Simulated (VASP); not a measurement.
# MnBr3 (Pm-3m) in VASP: single point with PBEsol+U

Aim: the single point of MnBr3 with PBEsol+U.

Everything below comes from runs of VASP 6.6.1. Logs are shortened: lines on timing, memory, paths and dates and some standing lists are left out, and cuts for length are marked.

## Step 1: The cell of the first run

Symmetry: Pm-3m, No. 221, cubic system. Conventional cell: a = 5.245 Å, b = 5.245 Å, c = 5.245 Å, α = 90.00°, β = 90.00°, γ = 90.00°. Within 3.5 Å of Mn (site symmetry m-3m) lie 6 Br at 2.62 Å. Br (site symmetry 4/mmm) has 2 Mn at 2.62 Å within 3.5 Å.

## Step 2: Single point, PBEsol+U, collinear spin

INCAR

```
SYSTEM = MnBr3
PREC = Accurate
ENCUT = 520
EDIFF = 1E-6
ISMEAR = 0
SIGMA = 0.05
LREAL = .FALSE.
LASPH = .TRUE.
NELM = 150
ALGO = Normal
ISIF = 2
LWAVE = .FALSE.
LCHARG = .FALSE.
ISPIN = 2
MAGMOM = 4.98 4.98 -0.24 -0.24 -0.24 -0.24 -0.24 -0.24
LORBIT = 11
NUPDOWN = 8.0
LMAXMIX = 4
LDAU = .TRUE.
LDAUTYPE = 2
LDAUL = 2 -1
LDAUU = 7 0
LDAUJ = 0 0
LDAUPRINT = 1
GGA = PS
NBANDS = 48
```

KPOINTS

```
regular mesh
0
G
  4 4 4
  0 0 0
```

POSCAR

```
MnBr3
1.0
    5.2445043200      0.0000000000      5.2445043200
    0.0000000000      5.2445043200      5.2445043200
    0.0000000000      0.0000000000     10.4890086400
Mn Br
2 6
Direct
    0.0000000000      0.0000000000      0.0000000000
    0.0000000000      0.0000000000      0.5000000000
    0.5000000000      0.0000000000      0.7500000000
    0.0000000000      0.0000000000      0.2500000000
    0.0000000000      0.5000000000      0.7500000000
    0.5000000000      0.0000000000      0.2500000000
    0.0000000000      0.0000000000      0.7500000000
    0.0000000000      0.5000000000      0.2500000000
```

Potentials or basis: VASP PAW PBE potentials, release 64 (Mn_pv, Br).

Run with:

```console
> cat potpaw_PBE.64/Mn_pv/POTCAR potpaw_PBE.64/Br/POTCAR > POTCAR
> mpirun -np 1 vasp_std > vasp.out
```

OUTCAR:

```text
SYSTEM = MnBr3
   PREC = Accurate
   ENCUT = 520
   EDIFF = 1E-6
   ISMEAR = 0
   LREAL = .FALSE.
   LASPH = .TRUE.
   NELM = 150
   ISIF = 2
   ISPIN = 2
   LORBIT = 11
   NUPDOWN = 8.0
   GGA = PS

 ion  position               nearest neighbor table
   1  0.000  0.000  0.000-   3 2.62   4 2.62   5 2.62   7 2.62   8 2.62   6 2.62
   2  0.000  0.000  0.500-   4 2.62   6 2.62   7 2.62   8 2.62   5 2.62   3 2.62
   3  0.500  0.000  0.750-   2 2.62   1 2.62
   4  0.000  0.000  0.250-   1 2.62   2 2.62
   5  0.000  0.500  0.750-   2 2.62   1 2.62
   6  0.500  0.000  0.250-   1 2.62   2 2.62
   7  0.000  0.000  0.750-   1 2.62   2 2.62
   8  0.000  0.500  0.250-   1 2.62   2 2.62

  LATTYP: Found a face centered cubic cell.
 ALAT       =    10.4890086400

  Lattice vectors:

 A1 = (   5.2445043200,  -5.2445043200,   0.0000000000)
 A2 = (   5.2445043200,   0.0000000000,   5.2445043200)
 A3 = (   0.0000000000,  -5.2445043200,   5.2445043200)

Analysis of symmetry for initial positions (statically):
=====================================================================
 Subroutine PRICEL returns following result:

  LATTYP: Found a simple cubic cell.
 ALAT       =     5.2445043200
[... 12 lines left out ...]
 Subroutine GETGRP returns: Found 48 space group operations
 (whereof 48 operations were pure point group operations)
 out of a pool of 48 trial point group operations.

The static configuration has the point symmetry O_h .

Analysis of symmetry for dynamics (positions and initial velocities):
=====================================================================
 Subroutine PRICEL returns following result:

  LATTYP: Found a simple cubic cell.
 ALAT       =     5.2445043200
[... 12 lines left out ...]
 Subroutine GETGRP returns: Found 48 space group operations
 (whereof 48 operations were pure point group operations)
 out of a pool of 48 trial point group operations.

The dynamic configuration has the point symmetry O_h .

Analysis of structural, dynamic, and magnetic symmetry:
=====================================================================
 Subroutine PRICEL returns following result:

  LATTYP: Found a simple cubic cell.
 ALAT       =     5.2445043200
[... 12 lines left out ...]
 Subroutine GETGRP returns: Found 48 space group operations
 (whereof 48 operations were pure point group operations)
 out of a pool of 48 trial point group operations.

The overall configuration has the point symmetry O_h .

 Subroutine INISYM returns: Found 48 space group operations
 (whereof 48 operations are pure point group operations),
 and found     2 'primitive' translations

----------------------------------------------------------------------------------------

                                     Primitive cell

  volume of cell :     144.2492

  direct lattice vectors                    reciprocal lattice vectors
     0.000000000 -5.244504320  0.000000000     0.000000000 -0.190675789  0.000000000
     5.244504320  0.000000000  0.000000000     0.190675789  0.000000000  0.000000000
     0.000000000  0.000000000  5.244504320     0.000000000  0.000000000  0.190675789

  length of vectors
     5.244504320  5.244504320  5.244504320     0.190675789  0.190675789  0.190675789

  position of ions in fractional coordinates (direct lattice)
     0.000000000  0.000000000  0.000000000
     0.000000000  0.500000000  0.000000000
     0.000000000  0.000000000  0.500000000
[... 134 lines left out ...]
  o =  0.9354  v =  0.0000 -0.0000  0.0140  0.0000  0.9999  0.0000  0.0000  0.0000  0.0000  0.0000      0.0000  0.0000  0.0000  0.0000  0.0000  0.0000  0.0000  0.0000  0.0000  0.0000
  o =  0.9489  v =  1.0000  0.0000  0.0000  0.0000  0.0000  0.0000  0.0000  0.0000  0.0000  0.0000      0.0000  0.0000  0.0000  0.0000  0.0000  0.0000  0.0000  0.0000  0.0000  0.0000
  o =  0.9489  v =  0.0000  0.9993 -0.0000  0.0378  0.0000  0.0000  0.0000  0.0000  0.0000  0.0000      0.0000  0.0000  0.0000  0.0000  0.0000  0.0000  0.0000  0.0000  0.0000  0.0000
  o =  0.9489  v =  0.0000  0.0378  0.0000 -0.9993  0.0000  0.0000  0.0000  0.0000  0.0000  0.0000      0.0000  0.0000  0.0000  0.0000  0.0000  0.0000  0.0000  0.0000  0.0000  0.0000

atom =   2  type =  1  l = 2

 onsite density matrix

spin component  1

  0.9489 -0.0000 -0.0000 -0.0000  0.0000
 -0.0000  0.9489  0.0000 -0.0000 -0.0000
 -0.0000  0.0000  0.9354 -0.0000  0.0000
 -0.0000 -0.0000 -0.0000  0.9489 -0.0000
  0.0000 -0.0000  0.0000 -0.0000  0.9354

spin component  2

  0.0152  0.0000 -0.0000  0.0000 -0.0000
  0.0000  0.0152 -0.0000  0.0000  0.0000
 -0.0000 -0.0000  0.0566 -0.0000 -0.0000
  0.0000  0.0000 -0.0000  0.0152  0.0000
 -0.0000  0.0000 -0.0000  0.0000  0.0566

 occupancies and eigenvectors

  o =  0.0152  v =  0.0000  0.0000  0.0000  0.0000  0.0000  0.0000  0.0026  0.0000  1.0000  0.0000      0.0000  0.0000  0.0000  0.0000  0.0000  0.0000  0.0000  0.0000  0.0000  0.0000
  o =  0.0152  v =  0.0000  0.0000  0.0000  0.0000  0.0000  1.0000  0.0000  0.0000  0.0000  0.0000      0.0000  0.0000  0.0000  0.0000  0.0000  0.0000  0.0000  0.0000  0.0000  0.0000
  o =  0.0152  v =  0.0000  0.0000  0.0000  0.0000  0.0000  0.0000  1.0000 -0.0000 -0.0026 -0.0000      0.0000  0.0000  0.0000  0.0000  0.0000  0.0000  0.0000  0.0000  0.0000  0.0000
  o =  0.0566  v =  0.0000  0.0000  0.0000  0.0000  0.0000  0.0000  0.0000  0.0409  0.0000  0.9992      0.0000  0.0000  0.0000  0.0000  0.0000  0.0000  0.0000  0.0000  0.0000  0.0000
  o =  0.0566  v =  0.0000  0.0000  0.0000  0.0000  0.0000  0.0000 -0.0000 -0.9992 -0.0000  0.0409      0.0000  0.0000  0.0000  0.0000  0.0000  0.0000  0.0000  0.0000  0.0000  0.0000
  o =  0.9354  v =  0.0000  0.0000 -0.9999  0.0000  0.0156  0.0000  0.0000  0.0000  0.0000  0.0000      0.0000  0.0000  0.0000  0.0000  0.0000  0.0000  0.0000  0.0000  0.0000  0.0000
  o =  0.9354  v =  0.0000 -0.0000 -0.0156  0.0000 -0.9999  0.0000  0.0000  0.0000  0.0000  0.0000      0.0000  0.0000  0.0000  0.0000  0.0000  0.0000  0.0000  0.0000  0.0000  0.0000
  o =  0.9489  v =  0.0000 -0.9999 -0.0000 -0.0145  0.0000  0.0000  0.0000  0.0000  0.0000  0.0000      0.0000  0.0000  0.0000  0.0000  0.0000  0.0000  0.0000  0.0000  0.0000  0.0000
  o =  0.9489  v =  1.0000  0.0000  0.0000  0.0000  0.0000  0.0000  0.0000  0.0000  0.0000  0.0000      0.0000  0.0000  0.0000  0.0000  0.0000  0.0000  0.0000  0.0000  0.0000  0.0000
  o =  0.9489  v =  0.0000 -0.0145  0.0000  0.9999  0.0000  0.0000  0.0000  0.0000  0.0000  0.0000      0.0000  0.0000  0.0000  0.0000  0.0000  0.0000  0.0000  0.0000  0.0000  0.0000

 number of electron      68.0000003 magnetization       8.0000092

 Free energy of the ion-electron system (eV)
  ---------------------------------------------------
  ext. energy  EPLUGINS =         0.00000000
  ---------------------------------------------------
  free energy    TOTEN  =       -29.01884756 eV

  energy without entropy =      -29.00465805  energy(sigma->0) =      -29.01175280

 E-fermi :  -0.8735     XC(G=0):  -7.3956

 val. band max:       -1.1518624337   @ k =   0.0000   0.0000   0.0000
 cond. band min:      -1.2376118289   @ k =   0.2500   0.2500   0.0000
 fundamental gap:     -0.0857493952
 Fermi energy:        -1.2414995250

 spin component 1

 k-point     1 :       0.0000    0.0000    0.0000
  band No.  band energies     occupation
      1     -51.0227      1.00000
      2     -51.0227      1.00000
      3     -51.0227      1.00000
      4     -51.0227      1.00000
      5     -51.0227      1.00000
      6     -51.0227      1.00000
[... 381 lines left out ...]
     45       7.0827      0.00000
     46       7.0827      0.00000
 Fermi energy:        -0.8735411689

 spin component 2

 k-point     1 :       0.0000    0.0000    0.0000
  band No.  band energies     occupation
      1     -46.1350      1.00000
      2     -46.1350      1.00000
      3     -46.1350      1.00000
      4     -46.1350      1.00000
      5     -46.1350      1.00000
      6     -46.1350      1.00000
[... 381 lines left out ...]
     45       7.3572      0.00000
     46       7.3572      0.00000
 [bands above 46 left out]

------------------------ aborting loop because EDIFF is reached ----------------------------------------

  FORCE on cell =-STRESS in cart. coord.  units (eV):
  Direction    XX          YY          ZZ          XY          YZ          ZX
  --------------------------------------------------------------------------------------
  -------------------------------------------------------------------------------------
  Total       -0.3605168     -0.3605168     -0.3605168      0.0000000      0.0000000      0.0000000
  in kB       -2.0021322     -2.0021322     -2.0021322      0.0000000      0.0000000      0.0000000
  external PRESSURE =      -2.0021322 kB  Pullay stress =       0.0000000 kB

 VOLUME and BASIS-vectors are now :
 -----------------------------------------------------------------------------
  energy-cutoff  :      520.00
  volume of cell :      288.50
      direct lattice vectors                 reciprocal lattice vectors
     5.244504320  0.000000000  5.244504320     0.190675789  0.000000000  0.000000000
     0.000000000  5.244504320  5.244504320     0.000000000  0.190675789  0.000000000
     0.000000000  0.000000000 10.489008640    -0.095337895 -0.095337895  0.095337895

 POSITION                                       TOTAL-FORCE (eV/Angst)
 -----------------------------------------------------------------------------------
      0.00000      0.00000      0.00000         0.000000     -0.000000     -0.000000
      0.00000      0.00000      5.24450         0.000000     -0.000000      0.000000
      2.62225      0.00000     10.48901        -0.000000     -0.000000     -0.000000
      0.00000      0.00000      2.62225         0.000000     -0.000000     -0.000000
      0.00000      2.62225     10.48901         0.000000      0.000000      0.000000
      2.62225      0.00000      5.24450        -0.000000     -0.000000      0.000000
      0.00000      0.00000      7.86676         0.000000     -0.000000      0.000000
      0.00000      2.62225      5.24450         0.000000      0.000000      0.000000
 -----------------------------------------------------------------------------------
    total drift:                               -0.000000     -0.000000      0.000000

  FREE ENERGIE OF THE ION-ELECTRON SYSTEM (eV)
  ---------------------------------------------------
  free  energy   TOTEN  =       -29.0188475550 eV

  energy  without entropy=      -29.0046580515  energy(sigma->0) =      -29.01175280

 total charge

# of ion       s       p       d       tot
------------------------------------------
    1        0.220   6.171   4.860  11.251
    2        0.220   6.171   4.860  11.251
    3        1.607   3.196   0.010   4.813
    4        1.607   3.196   0.010   4.813
    5        1.607   3.196   0.010   4.813
    6        1.607   3.196   0.010   4.813
    7        1.607   3.196   0.010   4.813
    8        1.607   3.196   0.010   4.813
--------------------------------------------------
tot         10.081  31.517   9.779  51.377

 magnetization (x)

# of ion       s       p       d       tot
------------------------------------------
    1        0.042   0.035   4.548   4.626
    2        0.042   0.035   4.548   4.626
    3       -0.002  -0.218   0.004  -0.216
    4       -0.002  -0.218   0.004  -0.216
    5       -0.002  -0.218   0.004  -0.216
    6       -0.002  -0.218   0.004  -0.216
    7       -0.002  -0.218   0.004  -0.216
    8       -0.002  -0.218   0.004  -0.216
--------------------------------------------------
tot          0.073  -1.235   9.120   7.958
```

Run time: 6.3 min. Hardware: 1 thread of Intel Xeon Platinum 8259CL at 2.50GHz (Skylake/Cascade Lake), shared host; peak memory 0.8 GiB.

What came out:

| Quantity | Value |
| --- | --- |
| Free energy | -29.0188 eV |
| Pressure | -0.2 GPa |
| Net moment | 8.00 μB per cell |
| Site moments | Mn +4.63; Br -0.22 μB |
| Valence electrons inside the program's atomic spheres | Mn 11.25; Br 4.81 |

Eigenvalues of the final occupation matrices:
```csv
site,spin,trace,eigenvalues
site 1 d,1,4.72,0.94 0.94 0.95 0.95 0.95
site 1 d,2,0.16,0.02 0.02 0.02 0.06 0.06
site 2 d,1,4.72,0.94 0.94 0.95 0.95 0.95
site 2 d,2,0.16,0.02 0.02 0.02 0.06 0.06
```

Caveat: the PAW data sets were made with another functional, which shifts forces and pressure a little; the total moment is fixed, so each spin has its own Fermi level and the state may be an excited one.
